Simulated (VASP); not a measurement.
Cu, 1 atom in the cell. It takes space group Fm-3m (No. 225, cubic). The conventional cell has a = 3.517 Å, b = 3.517 Å, c = 3.517 Å, α = 90.00°, β = 90.00°, γ = 90.00°. Cu (site symmetry m-3m) has 12 Cu at 2.49 Å within 3.3 Å. 

- Program: VASP 6.6.1
- Task: relaxation of cell and atoms
- Functional: PBEsol
- Potentials or basis: VASP PAW PBE potentials, release 64 (Cu)
- Cutoff: 600 eV
- k mesh: 10 × 10 × 10
- Occupations: gaussian, width 0.1 eV
- Spin: no spin polarisation
- Target pressure: 7.3 GPa
- Dipole correction: no
- Further INCAR settings: ALGO = Fast; EDIFF = 1e-06; IBRION = 2; EDIFFG = -0.05; NSW = 80; ISIF = 3

Potentials or basis: VASP PAW PBE potentials, release 64 (Cu).

Run with:

```sh
$ cat potpaw_PBE.64/Cu/POTCAR > POTCAR
$ mpirun -np 1 vasp_std > vasp.out
```

Hardware: 1 thread of Intel(R) Xeon(R) Platinum 8488C (Sapphire Rapids), with other jobs on the host.

**Question.** Estimate the wall time of this run.

**Answer.** Wall time 9.8 s on 1 thread of Intel(R) Xeon(R) Platinum 8488C (Sapphire Rapids), on a shared host, peak memory 0.13 GiB. Counts: scf iterations 30, k points 47, ion steps 3.
